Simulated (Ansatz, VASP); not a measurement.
# Two plane-wave programs on MoS2

INCAR

```
PREC = Accurate
ENCUT = 520
EDIFF = 1E-6
ISMEAR = 0
SIGMA = 0.02
LREAL = False
LASPH = True
NELM = 100
ALGO = Normal
ISIF = 2
LWAVE = False
LCHARG = True
GGA = PS
LELF = True
LVHAR = True
NBANDS = 20
```

KPOINTS

```
regular mesh
0
Gamma
  12 12 12
```

File POSCAR:

```
MoS2
1.0
    1.5223881270      0.8789511949      5.9423547378
   -1.5223881270      0.8789511949      5.9423547378
    0.0000000000     -1.7579023898      5.9423547378
Mo S
1 2
Direct
    0.0000000000      0.0000000000      0.0000000000
    0.7503000000      0.7503000000      0.7503000000
    0.5810000000      0.5810000000      0.5810000000
```

Input for Ansatz:

```yaml
crystal:
  lattice:
    - [1.522388127, 0.8789511949, 5.9423547378]
    - [-1.522388127, 0.8789511949, 5.9423547378]
    - [0.0, -1.7579023898, 5.9423547378]
  atoms:
    - { symbol: Mo, position: [0.0, 0.0, 0.0] }
    - { symbol: S, position: [0.7503, 0.7503, 0.7503] }
    - { symbol: S, position: [0.581, 0.581, 0.581] }
basis:
  ecutwfc: 420
kpoints:
  mp_grid: { grid: [12, 12, 12] }
hamiltonian:
  xc: pbesol
scf:
  occupations: { method: gaussian, width: 0.02 }
output:
  forces: true
  stress: true
  eigenvalues: true
```

Alike in both runs: task single point; functional PBEsol; k mesh 12 × 12 × 12; occupations gaussian, width 0.02 eV; no spin polarisation.

|  | VASP | Ansatz |
| --- | --- | --- |
| version | VASP 6.6.1 | Ansatz 0.2.0 |
| potentials or method | VASP PAW PBE potentials, release 64 (Mo_sv, S), cutoff 520 eV | scalar-relativistic, plane waves, PAW |
| valence electrons in the cell | 26 | 26 |

|  | VASP | Ansatz | Ansatz less VASP |
| --- | --- | --- | --- |
| gap on the k mesh at the Fermi level (eV) | 0.80 | 0.78 | -0.020 |
| least direct gap on the mesh (eV) | 2.05 | 2.04 | -0.007 |
| pressure (GPa) | 18.8 | 18.9 | +0.05 |
| traceless stress, the component that is largest in VASP (GPa) | 1.33 | 1.37 | +0.038 |
| rms of the force components (eV/Å) | 0.896 | 0.899 | +0.0032 |

VASP's potentials were made for PBE, not for PBEsol. Atom by atom the forces differ by 0.003 eV/Å (rms over components).
